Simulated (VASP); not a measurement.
A run of VASP 6.6.1 is set up as follows.

INCAR

```
SYSTEM = SiC2
ALGO = Normal
EDIFF = 1E-6
ENCUT = 520
GGA = PE
ISIF = 2
ISMEAR = 0
ISYM = 0
IVDW = 12
LASPH = .True.
LCHARG = .False.
LREAL = .False.
LWAVE = .False.
NBANDS = 21
NELM = 60
PREC = Accurate
SIGMA = 0.01
```

The input KPOINTS:

```
k-points
0
Gamma
  12 8 8
  0 0 0
```

Contents of POSCAR:

```
SiC2
1.0
    1.6247346816      0.0000000000     -2.6317427965
   -2.4900464972     -4.3366071925     -0.0010833523
   -2.4900464972      4.3366071925     -0.0010833523
Si C
2 4
Direct
    0.8553831674      0.4528617537      0.7844697797
    0.8553831674      0.1178031130      0.1195284204
    1.0503608218      0.8401972823      0.5068639490
    0.1205141795      0.1691704719      0.5368496964
   -0.0021555155      0.5497843492      0.2164510159
    0.1205141795      0.8701830297      0.8358371386
```

Potentials or basis: VASP PAW PBE potentials, release 64 (Si, C).

Launch:

```bash
$ cat potpaw_PBE.64/Si/POTCAR potpaw_PBE.64/C/POTCAR > POTCAR
$ mpirun -np 1 vasp_std > vasp.out
```

Q: Predict the dispersion energy per atom.

A: -0.258 eV.

Q: What does it give for the pressure?

A: 0.1 GPa.

Q: Predict the largest force.

A: 0.050 eV/Å.

Q: What does it give for the band gap on the k mesh?

A: 0.73 eV, indirect (least direct gap 2.05 eV).

Forces in eV/Å, atoms in the order of the input:
```
Si   0.000  0.003 -0.004
Si   0.000 -0.003 -0.004
C   -0.019  0.000  0.000
C   -0.015 -0.022  0.000
C    0.050  0.000  0.008
C   -0.015  0.022  0.000
```

A k mesh can miss the band edges. As with any semilocal functional, this PBE gap is likely too small.
